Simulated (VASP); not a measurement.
# HfC in VASP: settings compared

The runs below take HfC through single point, with RPBE+D3(BJ), revPBE, PBE, r2SCAN.

Everything below comes from runs of VASP 6.6.1. Logs are shortened: lines on timing, memory, paths and dates and some standing lists are left out, and cuts for length are marked.

**1. The cell of the first run**

It takes space group Fm-3m (No. 225, cubic). Conventional cell: a = 4.482 Å, b = 4.482 Å, c = 4.482 Å, α = 90.00°, β = 90.00°, γ = 90.00°. Within 3.0 Å of Hf (site symmetry m-3m) lie 6 C at 2.24 Å. Within 3.0 Å of C (site symmetry m-3m) lie 6 Hf at 2.24 Å.

**2. Single point, RPBE+D3(BJ)**

INCAR

```
SYSTEM = HfC
ALGO = Normal
EDIFF = 1E-7
ENCUT = 520
GGA = RP
ISIF = 2
ISMEAR = -1
IVDW = 12
LASPH = .True.
LCHARG = .False.
LREAL = .False.
LWAVE = .False.
NBANDS = 14
NELM = 80
PREC = Accurate
SIGMA = 0.05
```

KPOINTS

```
k-points
0
Gamma
  10 10 10
  0 0 0
```

POSCAR

```
HfC
1.0
    0.0000000000      2.2409106651      2.2409106651
    2.2409106651      0.0000000000      2.2409106651
    2.2409106651      2.2409106651      0.0000000000
Hf C
1 1
Direct
    0.5000000000      0.5000000000      0.5000000000
    0.0000000000      0.0000000000      0.0000000000
```

Potentials or basis: VASP PAW PBE potentials, release 64 (Hf_pv, C).

Started as:

```sh
$ cat potpaw_PBE.64/Hf_pv/POTCAR potpaw_PBE.64/C/POTCAR > POTCAR
$ mpirun -np 1 vasp_std > vasp.out
```

OUTCAR:

```text
SYSTEM = HfC
   EDIFF = 1E-7
   ENCUT = 520
   GGA = RP
   ISIF = 2
   ISMEAR = -1
   IVDW = 12
   LASPH = .True.
   LREAL = .False.
   NELM = 80
   PREC = Accurate
 IVDW          = 12

 ion  position               nearest neighbor table
   1  0.500  0.500  0.500-   2 2.24   2 2.24   2 2.24   2 2.24   2 2.24   2 2.24
   2  0.000  0.000  0.000-   1 2.24   1 2.24   1 2.24   1 2.24   1 2.24   1 2.24

  LATTYP: Found a face centered cubic cell.
 ALAT       =     4.4818213302

  Lattice vectors:

 A1 = (   0.0000000000,   2.2409106651,   2.2409106651)
 A2 = (   2.2409106651,   0.0000000000,   2.2409106651)
 A3 = (   2.2409106651,   2.2409106651,   0.0000000000)

Analysis of symmetry for initial positions (statically):
=====================================================================
 Subroutine PRICEL returns:
 Original cell was already a primitive cell.

 Routine SETGRP: Setting up the symmetry group for a
 face centered cubic supercell.

 Subroutine GETGRP returns: Found 48 space group operations
 (whereof 48 operations were pure point group operations)
 out of a pool of 48 trial point group operations.

The static configuration has the point symmetry O_h .

Analysis of symmetry for dynamics (positions and initial velocities):
=====================================================================
 Subroutine PRICEL returns:
 Original cell was already a primitive cell.

 Routine SETGRP: Setting up the symmetry group for a
 face centered cubic supercell.

 Subroutine GETGRP returns: Found 48 space group operations
 (whereof 48 operations were pure point group operations)
 out of a pool of 48 trial point group operations.

The dynamic configuration has the point symmetry O_h .

 Subroutine INISYM returns: Found 48 space group operations
 (whereof 48 operations are pure point group operations),
 and found     1 'primitive' translations

----------------------------------------------------------------------------------------

                                     Primitive cell

  volume of cell :      22.5063

  direct lattice vectors                    reciprocal lattice vectors
     0.000000000  2.240910665  2.240910665    -0.223123576  0.223123576  0.223123576
     2.240910665  0.000000000  2.240910665     0.223123576 -0.223123576  0.223123576
     2.240910665  2.240910665  0.000000000     0.223123576  0.223123576 -0.223123576

  length of vectors
     3.169126255  3.169126255  3.169126255     0.386461369  0.386461369  0.386461369

[... 90 lines left out ...]
   PSTRESS=    0.0 pullay stress
   NELECT =      14.0000    total number of electrons
   NUPDOWN=      -1.0000    fix difference up-down
   EMIN   =  10.00;   EMAX   =-10.00  energy-range for DOS
   EFERMI =   0.00;   METHOD = LEGACY
   ISMEAR =    -1;   SIGMA  =   0.05  broadening in eV -4-tet -1-fermi 0-gaus
   EFERMI_NEDOS =   21; number of points for ismear=-14 and -15
   IALGO  =     38    algorithm
   IMIX   =      4    mixing-type and parameters
     AMIX     =   0.40;   BMIX     =  1.00
     AMIX_MAG =   1.60;   BMIX_MAG =  1.00
  volume/ion in A,a.u.               =      11.25        75.94
  Fermi-wavevector in a.u.,A,eV,Ry     =   1.397493  2.640879 26.571996  1.952987
  Thomas-Fermi vector in A             =   2.520744
   LORBIT       =      0    0 simple, 1 ext, 2 COOP (PROOUT), +10 PAW based schemes
   GGA     = RP    functional components
   LHFCALC =     F    Hartree Fock is set to
   AEXX    =    0.0000 exact exchange contribution
   IVDW    =    12    specifies the selected vdW correction
   LEPSILON=     F    determine dielectric tensor
   LRPA    =     F    only Hartree local field effects (RPA)
 non-spin polarized calculation
  energy-cutoff  :      520.00
  volume of cell :       22.51
 maximum number of plane-waves:       620
   NGX = 11   NGY = 11   NGZ = 11

 number of electron      13.9999999 magnetization

 Free energy of the ion-electron system (eV)
  ---------------------------------------------------
  ext. energy  EPLUGINS =         0.00000000
  ---------------------------------------------------
  free energy    TOTEN  =       -19.82166975 eV

  energy without entropy =      -19.81933371  energy(sigma->0) =      -19.82050173

 E-fermi :   6.9556     XC(G=0): -12.7845

 val. band max:        6.8944829580   @ k =   0.1000   0.0000   0.0000
 cond. band min:       6.9719871332   @ k =   0.5000   0.5000   0.0000
 fundamental gap:      0.0775041752
 Fermi energy:         6.9556084822

 k-point     1 :       0.0000    0.0000    0.0000
  band No.  band energies     occupation
      1     -22.1209      2.00000
      2     -22.1209      2.00000
      3     -22.1209      2.00000
      4      -5.9740      2.00000
      5       7.9984      0.00000
      6       7.9984      0.00000
      7       7.9984      0.00000
      8       8.3793      0.00000
      9       8.3793      0.00000
     10       8.3793      0.00000
     11      10.6905      0.00000
     12      10.6905      0.00000
     13      15.1174      0.00000
     14      18.2380      0.00000
[... 377 lines left out ...]
      1     -22.8562      2.00000
      2     -22.4134      2.00000
      3     -22.3818      2.00000
      4      -3.7099      2.00000
      5       3.0572      2.00000
      6       4.8955      2.00000
      7       6.2177      2.00000
      8       7.1582      0.03416
      9      12.9895      0.00000
     10      14.2016      0.00000
     11      14.3283      0.00000
     12      16.5621      0.00000
     13      20.3000      0.00000
     14      20.8825      0.00000

 [... further k-points ...]

------------------------ aborting loop because EDIFF is reached ----------------------------------------

 Edisp (eV)   -5.15330

 E8    (eV) :    -3.6872

  FORCE on cell =-STRESS in cart. coord.  units (eV):
  Direction    XX          YY          ZZ          XY          YZ          ZX
  --------------------------------------------------------------------------------------
  -------------------------------------------------------------------------------------
  Total      -0.03202    -0.03202    -0.03202     0.00000     0.00000    -0.00000
  in kB      -2.27957    -2.27957    -2.27957     0.00000     0.00000    -0.00000
  external pressure =       -2.28 kB  Pullay stress =        0.00 kB

 VOLUME and BASIS-vectors are now :
 -----------------------------------------------------------------------------
  energy-cutoff  :      520.00
  volume of cell :       22.51
      direct lattice vectors                 reciprocal lattice vectors
     0.000000000  2.240910665  2.240910665    -0.223123576  0.223123576  0.223123576
     2.240910665  0.000000000  2.240910665     0.223123576 -0.223123576  0.223123576
     2.240910665  2.240910665  0.000000000     0.223123576  0.223123576 -0.223123576

 POSITION                                       TOTAL-FORCE (eV/Angst)
 -----------------------------------------------------------------------------------
      2.24091      2.24091      2.24091        -0.000000      0.000000      0.000000
      0.00000      0.00000      0.00000         0.000000     -0.000000     -0.000000
 -----------------------------------------------------------------------------------
    total drift:                                0.000000     -0.000000      0.000000

  FREE ENERGIE OF THE ION-ELECTRON SYSTEM (eV)
  ---------------------------------------------------
  free  energy   TOTEN  =       -24.9749655533 eV

  energy  without entropy=      -24.9726295043  energy(sigma->0) =      -24.97379753
```

stdout:

```text
POSCAR found type information on POSCAR HfC
 POSCAR found :  2 types and       2 ions
 scaLAPACK will be used
 -----------------------------------------------------------------------------
|                                                                             |
|                                                                             |
|     You enforced a specific xc type in the INCAR file but a different       |
|     I HOPE YOU KNOW WHAT YOU ARE DOING!                                     |
|                                                                             |
 -----------------------------------------------------------------------------

 LDA part: xc-table for (Slater+PW92), standard interpolation
 POSCAR, INCAR and KPOINTS ok, starting setup
 FFT: planning ... GRIDC
 FFT: planning ... GRID_SOFT
 FFT: planning ... GRID
 WAVECAR not read
 entering main loop
```

It took 21 s on 1 thread of AMD EPYC 7R43 (Zen 3), shared host; peak memory 0.12 GiB.

What came out:

```
Free energy                : -24.9750 eV
Pressure                   : -0.2 GPa
Band gap on the k mesh     : zero (band 7 reaches 8.00 eV, above the bottom of band 8 at 6.55 eV)
Dispersion energy per atom : -2.577 eV
```

Caveat: the PAW data sets were made with another functional, which shifts forces and pressure a little; spin-orbit coupling is left out, which moves the levels of the heavy elements; pairwise dispersion overbinds metals, which lowers pressure and volume.

**3. Single point, revPBE**

This run uses another cell than the first one, of 12.57 Å³/atom, 1.117 times its volume.

INCAR

```
ALGO = Normal
EDIFF = 1E-7
ENCUT = 520
GGA = RE
ISIF = 2
ISMEAR = -1
LASPH = True
LCHARG = True
LELF = True
LREAL = False
LVHAR = True
LWAVE = False
NBANDS = 14
NELM = 100
PREC = Accurate
SIGMA = 0.05
```

KPOINTS

```
k-points
0
Gamma
  10 10 10
```

POSCAR

```
HfC
1.0
    0.0000000000      2.3250000000      2.3250000000
    2.3250000000      0.0000000000      2.3250000000
    2.3250000000      2.3250000000      0.0000000000
Hf C
1 1
Direct
    0.5000000000      0.5000000000      0.5000000000
    0.0000000000      0.0000000000      0.0000000000
```

Potentials or basis: VASP PAW PBE potentials, release 64 (Hf_pv, C).

Started as:

```sh
$ cat potpaw_PBE.64/Hf_pv/POTCAR potpaw_PBE.64/C/POTCAR > POTCAR
$ mpirun -np 1 vasp_std > vasp.out
```

OUTCAR:

```text
EDIFF = 1E-7
   ENCUT = 520
   GGA = RE
   ISIF = 2
   ISMEAR = -1
   LASPH = True
   LREAL = False
   NELM = 100
   PREC = Accurate

 ion  position               nearest neighbor table
   1  0.500  0.500  0.500-   2 2.33   2 2.33   2 2.33   2 2.33   2 2.33   2 2.33
   2  0.000  0.000  0.000-   1 2.33   1 2.33   1 2.33   1 2.33   1 2.33   1 2.33

  LATTYP: Found a face centered cubic cell.
 ALAT       =     4.6500000000

  Lattice vectors:

 A1 = (   0.0000000000,   2.3250000000,   2.3250000000)
 A2 = (   2.3250000000,   0.0000000000,   2.3250000000)
 A3 = (   2.3250000000,   2.3250000000,   0.0000000000)

Analysis of symmetry for initial positions (statically):
=====================================================================
 Subroutine PRICEL returns:
 Original cell was already a primitive cell.

 Routine SETGRP: Setting up the symmetry group for a
 face centered cubic supercell.

 Subroutine GETGRP returns: Found 48 space group operations
 (whereof 48 operations were pure point group operations)
 out of a pool of 48 trial point group operations.

The static configuration has the point symmetry O_h .

Analysis of symmetry for dynamics (positions and initial velocities):
=====================================================================
 Subroutine PRICEL returns:
 Original cell was already a primitive cell.

 Routine SETGRP: Setting up the symmetry group for a
 face centered cubic supercell.

 Subroutine GETGRP returns: Found 48 space group operations
 (whereof 48 operations were pure point group operations)
 out of a pool of 48 trial point group operations.

The dynamic configuration has the point symmetry O_h .

 Subroutine INISYM returns: Found 48 space group operations
 (whereof 48 operations are pure point group operations),
 and found     1 'primitive' translations

----------------------------------------------------------------------------------------
[... 115 lines left out ...]
  Fermi-wavevector in a.u.,A,eV,Ry     =   1.346949  2.545365 24.684672  1.814272
  Thomas-Fermi vector in A             =   2.474740
   LORBIT       =      0    0 simple, 1 ext, 2 COOP (PROOUT), +10 PAW based schemes
   GGA     = RE    functional components
   LHFCALC =     F    Hartree Fock is set to
   AEXX    =    0.0000 exact exchange contribution
   IVDW    =     0    specifies the selected vdW correction
   LEPSILON=     F    determine dielectric tensor
   LRPA    =     F    only Hartree local field effects (RPA)
 non-spin polarized calculation
  energy-cutoff  :      520.00
  volume of cell :       25.14
 maximum number of plane-waves:       700
   NGX = 13   NGY = 13   NGZ = 13

 number of electron      14.0000000 magnetization

 Free energy of the ion-electron system (eV)
  ---------------------------------------------------
  ext. energy  EPLUGINS =         0.00000000
  ---------------------------------------------------
  free energy    TOTEN  =       -20.29225964 eV

  energy without entropy =      -20.28945371  energy(sigma->0) =      -20.29085668

 E-fermi :   6.0670     XC(G=0): -12.2393

 val. band max:        6.0500376690   @ k =   0.1000   0.0000   0.0000
 cond. band min:       6.1918529459   @ k =   0.1000   0.1000   0.0000
 fundamental gap:      0.1418152769
 Fermi energy:         6.0670453749

 k-point     1 :       0.0000    0.0000    0.0000
  band No.  band energies     occupation
      1     -23.5676      2.00000
      2     -23.5676      2.00000
      3     -23.5676      2.00000
      4      -6.3119      2.00000
      5       7.0326      0.00000
      6       7.0326      0.00000
      7       7.0326      0.00000
      8       7.4470      0.00000
      9       7.4470      0.00000
     10       7.4470      0.00000
     11       9.4328      0.00000
     12       9.4328      0.00000
     13      12.8521      0.00000
     14      17.0146      0.00000
[... 377 lines left out ...]
      1     -24.0550      2.00000
      2     -23.7636      2.00000
      3     -23.7431      2.00000
      4      -4.2385      2.00000
      5       2.3111      2.00000
      6       4.2396      2.00000
      7       5.3199      2.00000
      8       6.2519      0.04841
      9      11.4065      0.00000
     10      12.4431      0.00000
     11      12.5701      0.00000
     12      14.3094      0.00000
     13      17.6498      0.00000
     14      18.7191      0.00000

 [... further k-points ...]
[... 5 lines left out ...]
  --------------------------------------------------------------------------------------
  -------------------------------------------------------------------------------------
  Total        0.3885496      0.3885496      0.3885496     -0.0000000      0.0000000      0.0000000
  in kB       24.7661315     24.7661315     24.7661315     -0.0000000      0.0000000      0.0000000
  external PRESSURE =      24.7661315 kB  Pullay stress =       0.0000000 kB

 VOLUME and BASIS-vectors are now :
 -----------------------------------------------------------------------------
  energy-cutoff  :      520.00
  volume of cell :       25.14
      direct lattice vectors                 reciprocal lattice vectors
     0.000000000  2.325000000  2.325000000    -0.215053763  0.215053763  0.215053763
     2.325000000  0.000000000  2.325000000     0.215053763 -0.215053763  0.215053763
     2.325000000  2.325000000  0.000000000     0.215053763  0.215053763 -0.215053763

 POSITION                                       TOTAL-FORCE (eV/Angst)
 -----------------------------------------------------------------------------------
      2.32500      2.32500      2.32500         0.000000      0.000000     -0.000000
      0.00000      0.00000      0.00000        -0.000000     -0.000000      0.000000
 -----------------------------------------------------------------------------------
    total drift:                                0.000000     -0.000000      0.000000

  FREE ENERGIE OF THE ION-ELECTRON SYSTEM (eV)
  ---------------------------------------------------
  free  energy   TOTEN  =       -20.2922596403 eV

  energy  without entropy=      -20.2894537126  energy(sigma->0) =      -20.29085668
```

OSZICAR:

```text
N       E                     dE             d eps       ncg     rms          rms(c)
DAV:   1     0.238595668555E+02    0.23860E+02   -0.78684E+03  1332   0.985E+02
DAV:   2    -0.218502249070E+02   -0.45710E+02   -0.42949E+02  1708   0.202E+02
DAV:   3    -0.233995483417E+02   -0.15493E+01   -0.15444E+01  1544   0.270E+01
DAV:   4    -0.234062452242E+02   -0.66969E-02   -0.66963E-02  1592   0.219E+00
DAV:   5    -0.234062873194E+02   -0.42095E-04   -0.42094E-04  1576   0.156E-01    0.568E+01
DAV:   6    -0.203428019056E+02    0.30635E+01   -0.11496E+01  1394   0.179E+01    0.409E+01
DAV:   7    -0.203039666023E+02    0.38835E-01   -0.51142E-01  1616   0.509E+00    0.246E+01
DAV:   8    -0.202981067223E+02    0.58599E-02   -0.65976E-02  1514   0.212E+00    0.607E+00
DAV:   9    -0.202924883817E+02    0.56183E-02   -0.19552E-02  1514   0.846E-01    0.206E+00
DAV:  10    -0.202922621368E+02    0.22624E-03   -0.13611E-03  1588   0.273E-01    0.477E-02
DAV:  11    -0.202922604028E+02    0.17340E-05   -0.69323E-05  1586   0.715E-02    0.117E-02
DAV:  12    -0.202922599936E+02    0.40924E-06   -0.36509E-06  1616   0.164E-02    0.231E-02
DAV:  13    -0.202922596637E+02    0.32994E-06   -0.16276E-07  1346   0.348E-03    0.119E-03
DAV:  14    -0.202922596403E+02    0.23360E-07   -0.99360E-09   952   0.868E-04
   1 F= -.20292260E+02 E0= -.20290857E+02  d E =-.280593E-02
```

stdout:

```text
POSCAR found type information on POSCAR HfC
 POSCAR found :  2 types and       2 ions
 scaLAPACK will be used
 -----------------------------------------------------------------------------
|                                                                             |
|                                                                             |
|     You enforced a specific xc type in the INCAR file but a different       |
|     I HOPE YOU KNOW WHAT YOU ARE DOING!                                     |
|                                                                             |
 -----------------------------------------------------------------------------

 LDA part: xc-table for (Slater+PW92), standard interpolation
 POSCAR, INCAR and KPOINTS ok, starting setup
 FFT: planning ... GRIDC
 FFT: planning ... GRID_SOFT
 FFT: planning ... GRID
 WAVECAR not read
 entering main loop
```

Wall time 20 s (1 thread of AMD EPYC 7R43 (Zen 3), shared host); peak memory 0.11 GiB.

What came out:

| Property | Result |
| --- | --- |
| Free energy | -20.2923 eV |
| Pressure | 2.5 GPa |
| Band gap on the k mesh | zero (band 7 reaches 7.03 eV, above the bottom of band 8 at 5.63 eV) |

Caveat: the PAW data sets were made with another functional, which shifts forces and pressure a little; spin-orbit coupling is left out, which moves the levels of the heavy elements.

**4. Single point, PBE**

This run uses another cell than the first one, of 12.57 Å³/atom, 1.117 times its volume.

INCAR

```
SYSTEM = HfC
  PREC = Accurate
  ENCUT = 520
  EDIFF = 1E-6
  ISMEAR = 0
  SIGMA = 0.016
  LREAL = .False.
  LASPH = .True.
  NELM = 60
  ALGO = Normal
  ISIF = 2
  LWAVE = .False.
  LCHARG = .False.
  GGA = PE
  NBANDS = 14
```

KPOINTS

```
Automatic mesh
0
Gamma
  10 10 10
  0 0 0
```

POSCAR is that of step 3.

Started as:

```sh
$ cat potpaw_PBE.64/Hf_pv/POTCAR potpaw_PBE.64/C/POTCAR > POTCAR
$ mpirun -np 1 vasp_std > vasp.out
```

Run time: 20 s. Hardware: 1 thread of AMD EPYC 7R43 (Zen 3), shared host; peak memory 0.11 GiB.

Results (log left out):

```yaml
Free_energy: -21.0428 eV
Pressure: -0.5 GPa
Band_gap_on_the_k_mesh: zero (band 7 reaches 6.95 eV, above the bottom of band 8 at 5.55 eV)
```

Levels at points of the mesh, in eV from the Fermi level:
| k point | band 4 | band 5 | band 6 | band 7 | band 8 | band 9 | band 10 | band 11 |
| --- | --- | --- | --- | --- | --- | --- | --- | --- |
| (0.00, 0.00, 0.00) | -12.33 | 0.98 | 0.98 | 0.98 | 1.38 | 1.38 | 1.38 | 3.37 |
| (0.50, 0.00, 0.00) | -8.58 | -6.15 | -3.00 | -3.00 | 5.30 | 5.30 | 5.76 | 6.53 |
| (0.50, 0.50, 0.00) | -10.43 | -2.61 | -1.79 | -0.12 | -0.12 | 5.29 | 6.72 | 6.72 |

Caveat: spin-orbit coupling is left out, which moves the levels of the heavy elements.

(Part 1 of 3 ends here.)
